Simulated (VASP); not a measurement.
# Cs2CdCl3 (P6/mmm) in VASP: single point with PBE

Aim: the single point of Cs2CdCl3 with PBE.

Program: VASP 6.6.1. These are calculated values, not measurements. Logs are shortened: lines on timing, memory, paths and dates and some standing lists are left out, and cuts for length are marked.

### 1 The cell of the first run

It takes space group P6/mmm (No. 191, hexagonal). Conventional cell: a = 9.159 Å, b = 9.159 Å, c = 4.430 Å, α = 90.00°, β = 90.00°, γ = 120.00°. Within 4.5 Å of Cs (site symmetry -6m2) lie 6 Cl at 3.45 Å and 2 Cs at 4.43 Å. Within 5.8 Å of Cd (site symmetry 6/mmm) lie 2 Cd at 4.43 Å and 12 Cl at 5.09 Å and 6 Cs at 5.29 Å. Within 4.6 Å of Cl (site symmetry mmm) lie 4 Cs at 3.45 Å and 6 Cl at 4.43 to 4.58 Å.

The cell was built from a structure type or drawn by symmetry, and may not be a known phase.

### 2 Single point, PBE

Contents of INCAR:

```
ALGO = Fast ; EDIFF = 1E-6
ENCUT = 520 ; GGA = PE
ISIF = 2 ; ISMEAR = 0
LASPH = True ; LCHARG = True
LELF = True ; LREAL = False
LVHAR = True ; LWAVE = False
NBANDS = 34 ; NELM = 100
PREC = Accurate ; SIGMA = 0.1
```

Contents of KPOINTS:

```
k-points
0
Gamma
  6 6 8
```

Contents of POSCAR:

```
Cs2CdCl3
1.0
    9.1586402373      0.0000000000      0.0000000000
   -4.5793201186      7.9316151096      0.0000000000
    0.0000000000      0.0000000000      4.4296188753
Cs Cd Cl
2 1 3
Direct
    0.6666666667      0.3333333333      0.0000000000
    0.3333333333      0.6666666667      0.0000000000
    0.0000000000      0.0000000000      0.0000000000
    0.5000000000      0.0000000000      0.5000000000
    0.0000000000      0.5000000000      0.5000000000
    0.5000000000      0.5000000000      0.5000000000
```

Potentials or basis: VASP PAW PBE potentials, release 64 (Cs_sv, Cd, Cl).

Started as:

```sh
cat potpaw_PBE.64/Cs_sv/POTCAR potpaw_PBE.64/Cd/POTCAR potpaw_PBE.64/Cl/POTCAR > POTCAR
mpirun -np 1 vasp_std > vasp.out
```

OUTCAR:

```text
EDIFF = 1E-6
   ENCUT = 520
   GGA = PE
   ISIF = 2
   ISMEAR = 0
   LASPH = True
   LREAL = False
   NELM = 100
   PREC = Accurate

 ion  position               nearest neighbor table
   1  0.667  0.333  0.000-
   2  0.333  0.667  0.000-
   3  0.000  0.000  0.000-
   4  0.500  0.000  0.500-
   5  0.000  0.500  0.500-
   6  0.500  0.500  0.500-

  LATTYP: Found a hexagonal cell.
 ALAT       =     9.1586402373
 C/A-ratio  =     0.4836546431

  Lattice vectors:

 A1 = (   9.1586402373,   0.0000000000,   0.0000000000)
 A2 = (  -4.5793201186,   7.9316151096,   0.0000000000)
 A3 = (   0.0000000000,   0.0000000000,   4.4296188753)

Analysis of symmetry for initial positions (statically):
=====================================================================
 Subroutine PRICEL returns:
 Original cell was already a primitive cell.

 Routine SETGRP: Setting up the symmetry group for a
 hexagonal supercell.

 Subroutine GETGRP returns: Found 24 space group operations
 (whereof 24 operations were pure point group operations)
 out of a pool of 24 trial point group operations.

The static configuration has the point symmetry D_6h.

Analysis of symmetry for dynamics (positions and initial velocities):
=====================================================================
 Subroutine PRICEL returns:
 Original cell was already a primitive cell.

 Routine SETGRP: Setting up the symmetry group for a
 hexagonal supercell.

 Subroutine GETGRP returns: Found 24 space group operations
 (whereof 24 operations were pure point group operations)
 out of a pool of 24 trial point group operations.

The dynamic configuration has the point symmetry D_6h.

 Subroutine INISYM returns: Found 24 space group operations
 (whereof 24 operations are pure point group operations),
 and found     1 'primitive' translations

----------------------------------------------------------------------------------------

                                     Primitive cell

  volume of cell :     321.7800

  direct lattice vectors                    reciprocal lattice vectors
     9.158640237  0.000000000  0.000000000     0.109186514  0.063038863  0.000000000
    -4.579320119  7.931615110  0.000000000     0.000000000  0.126077726  0.000000000
     0.000000000  0.000000000  4.429618875     0.000000000  0.000000000  0.225753056

  length of vectors
     9.158640237  9.158640237  4.429618875     0.126077726  0.126077726  0.225753056

  position of ions in fractional coordinates (direct lattice)
     0.666666667  0.333333333  0.000000000
     0.333333333  0.666666667  0.000000000
     0.000000000  0.000000000  0.000000000
     0.500000000  0.000000000  0.500000000
     1.000000000  0.500000000  0.500000000
     0.500000000  0.500000000  0.500000000

  ion indices of the primitive-cell ions
   primitive index   ion index
                 1           1
                 2           2
                 3           3
                 4           4
                 5           5
                 6           6

----------------------------------------------------------------------------------------

 KPOINTS: k-points

Automatic generation of k-mesh.
 Grid dimensions read from file:
 generate k-points for:    6    6    8

 Generating k-lattice:

  Cartesian coordinates                     Fractional coordinates (reciprocal lattice)
     0.018197752  0.010506477  0.000000000     0.166666667 -0.000000000  0.000000000
     0.000000000  0.021012954  0.000000000     0.000000000  0.166666667  0.000000000
     0.000000000  0.000000000  0.028219132     0.000000000  0.000000000  0.125000000

  Length of vectors
     0.021012954  0.021012954  0.028219132

  Shift w.r.t. Gamma in fractional coordinates (k-lattice)
     0.000000000  0.000000000  0.000000000

 Subroutine IBZKPT returns following result:
 ===========================================

 Found     35 irreducible k-points:

 Following reciprocal coordinates:
            Coordinates               Weight
  0.000000  0.000000  0.000000      1.000000
  0.166667  0.000000  0.000000      6.000000
  0.333333  0.000000  0.000000      6.000000
  0.500000  0.000000  0.000000      3.000000
  0.166667  0.166667  0.000000      6.000000
  0.333333  0.166667  0.000000     12.000000
[... 16 lines left out ...]
  0.166667  0.000000  0.375000     12.000000
  0.333333  0.000000  0.375000     12.000000
 [... further k-points ...]
   k-points           NKPTS =     35   k-points in BZ     NKDIM =     35   number of bands    NBANDS=     34
   number of dos      NEDOS =    301   number of ions     NIONS =      6
   total plane-waves  NPLWV = 176400
   dimension x,y,z NGX =    70 NGY =   70 NGZ =   36
   dimension x,y,z NGXF=   140 NGYF=  140 NGZF=   72
   ions per type =               2   1   3
   NGX,Y,Z   is equivalent  to a cutoff of  12.71, 12.71, 13.51 a.u.
   NGXF,Y,Z  is equivalent  to a cutoff of  25.41, 25.41, 27.02 a.u.
 SYSTEM =  unknown system
   PREC   = accura    normal or accurate (medium, high low for compatibility)
   ISTART =      0    job   : 0-new  1-cont  2-samecut
   ICHARG =      2    charge: 1-file 2-atom 10-const
   ISPIN  =      1    spin polarized calculation?
   LNONCOLLINEAR =      F non collinear calculations
   LSORBIT =      F    spin-orbit coupling
   LASPH  =      T    aspherical Exc in radial PAW
   ENCUT  =  520.0 eV  38.22 Ry    6.18 a.u.  17.03 17.03  8.24*2*pi/ulx,y,z
   NELM   =    100;   NELMIN=  2; NELMDL= -5     # of ELM steps
   EDIFF  = 0.1E-05   stopping-criterion for ELM
   LREAL  =      F    real-space projection
   EDIFFG = 0.1E-04   stopping-criterion for IOM
   NSW    =      0    number of steps for IOM
   IBRION =     -1    ionic relax: 0-MD 1-quasi-New 2-CG
   NFREE  =      0    steps in history (QN), initial steepest desc. (CG)
   ISIF   =      2    stress and relaxation
   ISYM   =      2    0-nonsym 1-usesym 2-fastsym
   POTIM  = 0.5000    time-step for ionic-motion
   TEBEG  =    0.0;   TEEND  =   0.0 temperature during run
   PSTRESS=    0.0 pullay stress
   NELECT =      51.0000    total number of electrons
   NUPDOWN=      -1.0000    fix difference up-down
   EMIN   =  10.00;   EMAX   =-10.00  energy-range for DOS
   EFERMI =   0.00;   METHOD = LEGACY
   ISMEAR =     0;   SIGMA  =   0.10  broadening in eV -4-tet -1-fermi 0-gaus
   EFERMI_NEDOS =   21; number of points for ismear=-14 and -15
   IALGO  =     68    algorithm
   IMIX   =      4    mixing-type and parameters
     AMIX     =   0.40;   BMIX     =  1.00
     AMIX_MAG =   1.60;   BMIX_MAG =  1.00
  volume/ion in A,a.u.               =      53.63       361.91
  Fermi-wavevector in a.u.,A,eV,Ry     =   0.885955  1.674213 10.679445  0.784917
  Thomas-Fermi vector in A             =   2.007058
   LORBIT       =      0    0 simple, 1 ext, 2 COOP (PROOUT), +10 PAW based schemes
   GGA     = PE    functional components
   LHFCALC =     F    Hartree Fock is set to
   AEXX    =    0.0000 exact exchange contribution
   IVDW    =     0    specifies the selected vdW correction
   LEPSILON=     F    determine dielectric tensor
   LRPA    =     F    only Hartree local field effects (RPA)
 non-spin polarized calculation
 RMM-DIIS sequential band-by-band and
 Gauss-broadening in eV      SIGMA  =   0.10
  energy-cutoff  :      520.00
  volume of cell :      321.78
 maximum number of plane-waves:      8721
 NGX is ok and might be reduce to    70
   NGX = 35   NGY = 35   NGZ = 17

 number of electron      50.9999997 magnetization

 Free energy of the ion-electron system (eV)
  ---------------------------------------------------
  ext. energy  EPLUGINS =         0.00000000
  ---------------------------------------------------
  free energy    TOTEN  =       -14.36752848 eV

  energy without entropy =      -14.28517370  energy(sigma->0) =      -14.32635109

 E-fermi :  -2.7873     XC(G=0):  -6.2205

 val. band max:       -2.7883551587   @ k =   0.1667   0.1667   0.0000
 cond. band min:      -2.7599352045   @ k =   0.1667   0.0000   0.0000
 fundamental gap:      0.0284199542
 Fermi energy:        -2.7873243949

 k-point     1 :       0.0000    0.0000    0.0000
  band No.  band energies     occupation
      1     -21.5910      2.00000
      2     -21.5777      2.00000
      3     -14.8600      2.00000
      4     -14.8600      2.00000
      5     -14.8261      2.00000
      6      -9.7396      2.00000
[... 26 lines left out ...]
     33       4.9308      0.00000
     34       5.1123      0.00000

 k-point     2 :       0.1667    0.0000    0.0000
  band No.  band energies     occupation
      1     -21.5902      2.00000
      2     -21.5785      2.00000
      3     -14.8600      2.00000
      4     -14.8580      2.00000
      5     -14.8281      2.00000
      6      -9.7396      2.00000
[... 26 lines left out ...]
     33       4.7890      0.00000
     34       5.0765      0.00000

 k-point     3 :       0.3333    0.0000    0.0000
  band No.  band energies     occupation
      1     -21.5882      2.00000
      2     -21.5806      2.00000
      3     -14.8600      2.00000
      4     -14.8528      2.00000
      5     -14.8333      2.00000
      6      -9.7396      2.00000
[... 26 lines left out ...]
     33       4.7943      0.00000
     34       4.9142      0.00000

 k-point     4 :       0.5000    0.0000    0.0000
  band No.  band energies     occupation
      1     -21.5866      2.00000
      2     -21.5822      2.00000
      3     -14.8600      2.00000
      4     -14.8487      2.00000
      5     -14.8374      2.00000
      6      -9.7397      2.00000
[... 26 lines left out ...]
     33       4.7476      0.00000
     34       4.8669      0.00000

 k-point     5 :       0.1667    0.1667    0.0000
  band No.  band energies     occupation
      1     -21.5888      2.00000
      2     -21.5800      2.00000
      3     -14.8600      2.00000
      4     -14.8543      2.00000
      5     -14.8318      2.00000
      6      -9.7396      2.00000
[... 621 lines left out ...]
 k-point    22 :       0.0000    0.0000    0.3750
  band No.  band energies     occupation
      1     -21.5569      2.00000
      2     -21.5493      2.00000
      3     -14.8662      2.00000
      4     -14.8081      2.00000
      5     -14.8081      2.00000
      6      -9.7103      2.00000
[... 26 lines left out ...]
     33       5.6334      0.00000
     34       5.6529      0.00000

 k-point    23 :       0.1667    0.0000    0.3750
  band No.  band energies     occupation
      1     -21.5565      2.00000
      2     -21.5498      2.00000
      3     -14.8628      2.00000
      4     -14.8116      2.00000
      5     -14.8081      2.00000
      6      -9.7103      2.00000
[... 26 lines left out ...]
     33       5.5736      0.00000
     34       5.5828      0.00000

 k-point    24 :       0.3333    0.0000    0.3750
  band No.  band energies     occupation
      1     -21.5553      2.00000
      2     -21.5509      2.00000
      3     -14.8541      2.00000
      4     -14.8205      2.00000
      5     -14.8081      2.00000
      6      -9.7103      2.00000
[... 26 lines left out ...]
     33       5.0821      0.00000
     34       5.1928      0.00000

 [... further k-points ...]

------------------------ aborting loop because EDIFF is reached ----------------------------------------

  FORCE on cell =-STRESS in cart. coord.  units (eV):
  Direction    XX          YY          ZZ          XY          YZ          ZX
  --------------------------------------------------------------------------------------
  -------------------------------------------------------------------------------------
  Total       -0.0930280     -0.0930280     -0.0394453     -0.0000000      0.0000000      0.0000000
  in kB       -0.4631965     -0.4631965     -0.1964027     -0.0000000      0.0000000      0.0000000
  external PRESSURE =      -0.3742652 kB  Pullay stress =       0.0000000 kB

 VOLUME and BASIS-vectors are now :
 -----------------------------------------------------------------------------
  energy-cutoff  :      520.00
  volume of cell :      321.78
      direct lattice vectors                 reciprocal lattice vectors
     9.158640237  0.000000000  0.000000000     0.109186514  0.063038863  0.000000000
    -4.579320119  7.931615110  0.000000000     0.000000000  0.126077726  0.000000000
     0.000000000  0.000000000  4.429618875     0.000000000  0.000000000  0.225753056

 POSITION                                       TOTAL-FORCE (eV/Angst)
 -----------------------------------------------------------------------------------
      4.57932      2.64387      0.00000        -0.000000      0.000000      0.000000
     -0.00000      5.28774      0.00000         0.000000      0.000000     -0.000000
      0.00000      0.00000      0.00000         0.000000      0.000000      0.000000
      4.57932      0.00000      2.21481         0.000000      0.000000      0.000000
     -2.28966      3.96581      2.21481        -0.000000      0.000000      0.000000
      2.28966      3.96581      2.21481         0.000000      0.000000      0.000000
 -----------------------------------------------------------------------------------
    total drift:                                0.000000      0.000000      0.000000

  FREE ENERGIE OF THE ION-ELECTRON SYSTEM (eV)
  ---------------------------------------------------
  free  energy   TOTEN  =       -14.3675284765 eV

  energy  without entropy=      -14.2851737034  energy(sigma->0) =      -14.32635109
```

Wall time 6.9 min (1 thread of Intel Xeon Platinum 8488C (Sapphire Rapids), shared host); peak memory 0.66 GiB.

What came out:

```
Free energy            : -14.3675 eV
Pressure               : 0.0 GPa
Band gap on the k mesh : zero (an odd number of electrons rules out a gap without spin polarisation)
```

Levels at points of the mesh, in eV from the Fermi level:
| k point | band 23 | band 24 | band 25 | band 26 | band 27 | band 28 | band 29 | band 30 |
| --- | --- | --- | --- | --- | --- | --- | --- | --- |
| (0.00, 0.00, 0.00) | -0.10 | -0.07 | -0.07 | 0.04 | 4.40 | 4.40 | 5.82 | 6.24 |
| (0.50, 0.00, 0.00) | -0.17 | -0.13 | -0.07 | -0.04 | 3.98 | 4.31 | 6.63 | 6.71 |
| (0.00, 0.00, 0.50) | -0.16 | -0.03 | -0.02 | 0.10 | 3.35 | 4.91 | 4.91 | 7.32 |
| (0.50, 0.00, 0.50) | -0.20 | -0.10 | -0.08 | 0.06 | 3.44 | 5.00 | 5.08 | 7.26 |

Caveat: spin-orbit coupling is left out, which moves the levels of the heavy elements; an odd number of electrons without spin polarisation forces a metal; a magnetic or distorted state may lie lower.
